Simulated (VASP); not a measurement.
# Fe (Im-3m) in VASP: settings compared

Aim: see how the results for Fe move with the level of theory and the settings. Levels: PBE, PBE+D3(BJ). Tasks: single point.

Everything below comes from runs of VASP 6.6.1. Logs are shortened: lines on timing, memory, paths and dates and some standing lists are left out, and cuts for length are marked.

## 1. The cell of the first run

Symmetry: Im-3m, No. 229, cubic system. Conventional cell: a = 2.736 Å, b = 2.736 Å, c = 2.736 Å, α = 90.00°, β = 90.00°, γ = 90.00°. Within 3.1 Å of Fe (site symmetry m-3m) lie 14 Fe at 2.37 to 2.74 Å.

## 2. Single point, PBE, collinear spin, ferromagnetic start

The input, INCAR:

```
PREC = Accurate
ENCUT = 690
EDIFF = 1E-6
ISMEAR = 0
SIGMA = 0.1
LREAL = F
LASPH = T
NELM = 200
ALGO = Normal
ISIF = 2
LWAVE = F
LCHARG = T
ISPIN = 2
MAGMOM = 4
LORBIT = 11
LMAXMIX = 4
GGA = PE
LELF = T
LVHAR = T
NBANDS = 18
GGA_COMPAT = F
```

The input, KPOINTS:

```
regular mesh
0
Gamma
  4 4 4
```

The input, POSCAR:

```
Fe
1.0
   -1.3681534770      1.3681534770      1.3681534770
    1.3681534770     -1.3681534770      1.3681534770
    1.3681534770      1.3681534770     -1.3681534770
Fe
1
Direct
    0.0000000000      0.0000000000      0.0000000000
```

Potentials or basis: VASP PAW PBE potentials, release 64 (Fe_sv).

Command:

```console
$ cat potpaw_PBE.64/Fe_sv/POTCAR > POTCAR
$ mpirun -np 1 vasp_std > vasp.out
```

OUTCAR:

```text
PREC = Accurate
   ENCUT = 690
   EDIFF = 1E-6
   ISMEAR = 0
   LREAL = F
   LASPH = T
   NELM = 200
   ISIF = 2
   ISPIN = 2
   LORBIT = 11
   GGA = PE

 ion  position               nearest neighbor table
   1  0.000  0.000  0.000-

  LATTYP: Found a body centered cubic cell.
 ALAT       =     2.7363069540

  Lattice vectors:

 A1 = (  -1.3681534770,   1.3681534770,   1.3681534770)
 A2 = (   1.3681534770,  -1.3681534770,   1.3681534770)
 A3 = (   1.3681534770,   1.3681534770,  -1.3681534770)

Analysis of symmetry for initial positions (statically):
=====================================================================
 Subroutine PRICEL returns:
 Original cell was already a primitive cell.

 Routine SETGRP: Setting up the symmetry group for a
 body centered cubic supercell.

 Subroutine GETGRP returns: Found 48 space group operations
 (whereof 48 operations were pure point group operations)
 out of a pool of 48 trial point group operations.

The static configuration has the point symmetry O_h .

Analysis of symmetry for dynamics (positions and initial velocities):
=====================================================================
 Subroutine PRICEL returns:
 Original cell was already a primitive cell.

 Routine SETGRP: Setting up the symmetry group for a
 body centered cubic supercell.

 Subroutine GETGRP returns: Found 48 space group operations
 (whereof 48 operations were pure point group operations)
 out of a pool of 48 trial point group operations.

The dynamic configuration has the point symmetry O_h .

Analysis of structural, dynamic, and magnetic symmetry:
=====================================================================
 Subroutine PRICEL returns:
 Original cell was already a primitive cell.

 Routine SETGRP: Setting up the symmetry group for a
 body centered cubic supercell.

 Subroutine GETGRP returns: Found 48 space group operations
 (whereof 48 operations were pure point group operations)
 out of a pool of 48 trial point group operations.

The overall configuration has the point symmetry O_h .

 Subroutine INISYM returns: Found 48 space group operations
 (whereof 48 operations are pure point group operations),
 and found     1 'primitive' translations

----------------------------------------------------------------------------------------

                                     Primitive cell

  volume of cell :      10.2439

  direct lattice vectors                    reciprocal lattice vectors
    -1.368153477  1.368153477  1.368153477     0.000000000  0.365456075  0.365456075
     1.368153477 -1.368153477  1.368153477     0.365456075  0.000000000  0.365456075
     1.368153477  1.368153477 -1.368153477     0.365456075  0.365456075  0.000000000

  length of vectors
     2.369711335  2.369711335  2.369711335     0.516832938  0.516832938  0.516832938

  position of ions in fractional coordinates (direct lattice)
     0.000000000  0.000000000  0.000000000

  ion indices of the primitive-cell ions
   primitive index   ion index
                 1           1

----------------------------------------------------------------------------------------

 KPOINTS: regular mesh

Automatic generation of k-mesh.
 Grid dimensions read from file:
 generate k-points for:    4    4    4

 Generating k-lattice:

  Cartesian coordinates                     Fractional coordinates (reciprocal lattice)
     0.000000000  0.091364019  0.091364019     0.250000000  0.000000000  0.000000000
     0.091364019  0.000000000  0.091364019     0.000000000  0.250000000  0.000000000
     0.091364019  0.091364019  0.000000000     0.000000000  0.000000000  0.250000000

  Length of vectors
     0.129208235  0.129208235  0.129208235

  Shift w.r.t. Gamma in fractional coordinates (k-lattice)
     0.000000000  0.000000000  0.000000000

 Subroutine IBZKPT returns following result:
 ===========================================

 Found      8 irreducible k-points:

 Following reciprocal coordinates:
            Coordinates               Weight
  0.000000  0.000000  0.000000      1.000000
  0.250000  0.000000  0.000000     12.000000
  0.500000  0.000000  0.000000      6.000000
  0.250000  0.250000  0.000000     24.000000
  0.250000  0.250000  0.250000      2.000000
 -0.250000  0.250000  0.250000      6.000000
  0.500000  0.500000  0.250000     12.000000
  0.500000  0.500000  0.500000      1.000000
   k-points           NKPTS =      8   k-points in BZ     NKDIM =      8   number of bands    NBANDS=     18
   number of dos      NEDOS =    301   number of ions     NIONS =      1
   total plane-waves  NPLWV =   8000
   dimension x,y,z NGX =    20 NGY =   20 NGZ =   20
   dimension x,y,z NGXF=    40 NGYF=   40 NGZF=   40
   ions per type =               1
   NGX,Y,Z   is equivalent  to a cutoff of  14.03, 14.03, 14.03 a.u.
   NGXF,Y,Z  is equivalent  to a cutoff of  28.06, 28.06, 28.06 a.u.
 SYSTEM =  unknown system
   PREC   = accura    normal or accurate (medium, high low for compatibility)
   ISTART =      0    job   : 0-new  1-cont  2-samecut
   ICHARG =      2    charge: 1-file 2-atom 10-const
   ISPIN  =      2    spin polarized calculation?
   LNONCOLLINEAR =      F non collinear calculations
   LSORBIT =      F    spin-orbit coupling
   LASPH  =      T    aspherical Exc in radial PAW
   ENCUT  =  690.0 eV  50.71 Ry    7.12 a.u.   5.08  5.08  5.08*2*pi/ulx,y,z
   NELM   =    200;   NELMIN=  2; NELMDL= -5     # of ELM steps
   EDIFF  = 0.1E-05   stopping-criterion for ELM
   LREAL  =      F    real-space projection
   EDIFFG = 0.1E-04   stopping-criterion for IOM
   NSW    =      0    number of steps for IOM
   IBRION =     -1    ionic relax: 0-MD 1-quasi-New 2-CG
   NFREE  =      0    steps in history (QN), initial steepest desc. (CG)
   ISIF   =      2    stress and relaxation
   ISYM   =      2    0-nonsym 1-usesym 2-fastsym
   POTIM  = 0.5000    time-step for ionic-motion
   TEBEG  =    0.0;   TEEND  =   0.0 temperature during run
   PSTRESS=    0.0 pullay stress
   NELECT =      16.0000    total number of electrons
   NUPDOWN=      -1.0000    fix difference up-down
   EMIN   =  10.00;   EMAX   =-10.00  energy-range for DOS
   EFERMI =   0.00;   METHOD = LEGACY
   ISMEAR =     0;   SIGMA  =   0.10  broadening in eV -4-tet -1-fermi 0-gaus
   EFERMI_NEDOS =   21; number of points for ismear=-14 and -15
   IALGO  =     38    algorithm
   IMIX   =      4    mixing-type and parameters
     AMIX     =   0.40;   BMIX     =  1.00
     AMIX_MAG =   1.60;   BMIX_MAG =  1.00
  volume/ion in A,a.u.               =      10.24        69.13
  Fermi-wavevector in a.u.,A,eV,Ry     =   1.899445  3.589430 49.088331  3.607891
  Thomas-Fermi vector in A             =   2.938781
   LORBIT       =     11    0 simple, 1 ext, 2 COOP (PROOUT), +10 PAW based schemes
   GGA     = PE    functional components
   LHFCALC =     F    Hartree Fock is set to
   AEXX    =    0.0000 exact exchange contribution
   IVDW    =     0    specifies the selected vdW correction
   LEPSILON=     F    determine dielectric tensor
   LRPA    =     F    only Hartree local field effects (RPA)
 spin polarized calculation
 Gauss-broadening in eV      SIGMA  =   0.10
  energy-cutoff  :      690.00
  volume of cell :       10.24
 maximum number of plane-waves:       429
   NGX = 11   NGY = 11   NGZ = 11

 number of electron      16.0000016 magnetization       1.8971730

 Free energy of the ion-electron system (eV)
  ---------------------------------------------------
  ext. energy  EPLUGINS =         0.00000000
  ---------------------------------------------------
  free energy    TOTEN  =        -8.30981336 eV

  energy without entropy =       -8.30247298  energy(sigma->0) =       -8.30614317

 E-fermi :  14.2704     XC(G=0): -14.3724

 val. band max:       14.2264281869   @ k =   0.5000   0.0000   0.0000
 cond. band min:      14.3128688268   @ k =   0.5000   0.5000   0.2500
 fundamental gap:      0.0864406399
 Fermi energy:        14.2704410862

 spin component 1

 k-point     1 :       0.0000    0.0000    0.0000
  band No.  band energies     occupation
      1     -74.1463      1.00000
      2     -39.8366      1.00000
      3     -39.8366      1.00000
      4     -39.8366      1.00000
      5       4.7105      1.00000
      6      11.5545      1.00000
[... 10 lines left out ...]
     17      48.3426      0.00000
     18      48.3426      0.00000

 k-point     2 :       0.2500    0.0000    0.0000
  band No.  band energies     occupation
      1     -74.0850      1.00000
      2     -40.1357      1.00000
      3     -39.9338      1.00000
      4     -39.8368      1.00000
      5       7.1291      1.00000
      6      10.8722      1.00000
[... 10 lines left out ...]
     17      49.6230      0.00000
     18      53.7137      0.00000
[... 106 lines left out ...]
 k-point     8 :       0.5000    0.5000    0.5000
  band No.  band energies     occupation
      1     -73.9348      1.00000
      2     -40.2542      1.00000
      3     -40.2542      1.00000
      4     -40.2542      1.00000
      5       8.4012      1.00000
      6       8.4012      1.00000
[... 10 lines left out ...]
     17      64.5983      0.00000
     18      64.5983      0.00000
 Fermi energy:        14.2704410862

 spin component 2

 k-point     1 :       0.0000    0.0000    0.0000
  band No.  band energies     occupation
      1     -71.9582      1.00000
      2     -37.6805      1.00000
      3     -37.6805      1.00000
      4     -37.6805      1.00000
      5       5.0445      1.00000
      6      13.0214      1.00000
[... 10 lines left out ...]
     17      49.0159      0.00000
     18      49.0160      0.00000

 k-point     2 :       0.2500    0.0000    0.0000
  band No.  band energies     occupation
      1     -71.8928      1.00000
      2     -38.0042      1.00000
      3     -37.7848      1.00000
      4     -37.6808      1.00000
      5       7.5428      1.00000
      6      12.2573      1.00000
[... 10 lines left out ...]
     17      50.0836      0.00000
     18      54.1398      0.00000
[... 106 lines left out ...]
 k-point     8 :       0.5000    0.5000    0.5000
  band No.  band energies     occupation
      1     -71.7328      1.00000
      2     -38.1300      1.00000
      3     -38.1300      1.00000
      4     -38.1300      1.00000
      5      10.1137      1.00000
      6      10.1138      1.00000
[... 10 lines left out ...]
     17      65.4709      0.00000
     18      65.4709      0.00000

------------------------ aborting loop because EDIFF is reached ----------------------------------------

  FORCE on cell =-STRESS in cart. coord.  units (eV):
  Direction    XX          YY          ZZ          XY          YZ          ZX
  --------------------------------------------------------------------------------------
  -------------------------------------------------------------------------------------
  Total        1.1735152      1.1735152      1.1735152     -0.0000000      0.0000000     -0.0000000
  in kB      183.5417489    183.5417489    183.5417489     -0.0000000      0.0000000     -0.0000000
  external PRESSURE =     183.5417489 kB  Pullay stress =       0.0000000 kB

 VOLUME and BASIS-vectors are now :
 -----------------------------------------------------------------------------
  energy-cutoff  :      690.00
  volume of cell :       10.24
      direct lattice vectors                 reciprocal lattice vectors
    -1.368153477  1.368153477  1.368153477     0.000000000  0.365456075  0.365456075
     1.368153477 -1.368153477  1.368153477     0.365456075  0.000000000  0.365456075
     1.368153477  1.368153477 -1.368153477     0.365456075  0.365456075  0.000000000

 POSITION                                       TOTAL-FORCE (eV/Angst)
 -----------------------------------------------------------------------------------
      0.00000      0.00000      0.00000        -0.000000      0.000000     -0.000000
 -----------------------------------------------------------------------------------
    total drift:                                0.000000     -0.000000      0.000000

  FREE ENERGIE OF THE ION-ELECTRON SYSTEM (eV)
  ---------------------------------------------------
  free  energy   TOTEN  =        -8.3098133620 eV

  energy  without entropy=       -8.3024729794  energy(sigma->0) =       -8.30614317

 total charge

# of ion       s       p       d       tot
------------------------------------------
    1        2.204   6.053   5.565  13.822

 magnetization (x)

# of ion       s       p       d       tot
------------------------------------------
    1       -0.000   0.008   1.816   1.824
```

Wall time 5.3 s (1 thread of Intel Xeon Platinum 8559C (Emerald Rapids), shared host); peak memory 0.12 GiB.

What came out:

```yaml
Free_energy: -8.3098 eV
Pressure: 18.4 GPa
Net_moment: 1.90 μB per cell
Site_moments: Fe +1.82 μB
Valence_electrons_inside_the_program's_atomic_spheres: Fe 13.82
```

Levels at points of the mesh, in eV from the Fermi level:
Spin up:
| k point | band 5 | band 6 | band 7 | band 8 | band 9 | band 10 | band 11 | band 12 | band 13 | band 14 |
| --- | --- | --- | --- | --- | --- | --- | --- | --- | --- | --- |
| (0.00, 0.00, 0.00) | -9.56 | -2.72 | -2.72 | -2.72 | -1.36 | -1.36 | 24.88 | 24.88 | 24.88 | 31.14 |
| (0.50, 0.00, 0.00) | -5.86 | -4.02 | -1.24 | -1.11 | -0.04 | 0.49 | 8.02 | 18.41 | 21.31 | 24.58 |
| (0.50, 0.50, 0.50) | -5.87 | -5.87 | 0.16 | 0.16 | 0.16 | 10.16 | 10.16 | 10.16 | 16.30 | 16.30 |
Spin down:
```csv
k point,band 3,band 4,band 5,band 6,band 7,band 8,band 9,band 10,band 11,band 12
"(0.00, 0.00, 0.00)",-51.95,-51.95,-9.23,-1.25,-1.25,-1.25,1.18,1.18,24.91,24.91
"(0.50, 0.00, 0.00)",-52.16,-51.95,-4.73,-2.70,0.26,1.00,1.48,2.19,9.24,18.69
"(0.50, 0.50, 0.50)",-52.40,-52.40,-4.16,-4.16,1.84,1.84,1.84,10.54,10.54,10.54
```

Caveat: the k points lie up to 0.81 Å⁻¹ apart, too coarse for converged energies, forces and pressures.

[end of part 1 of 2]
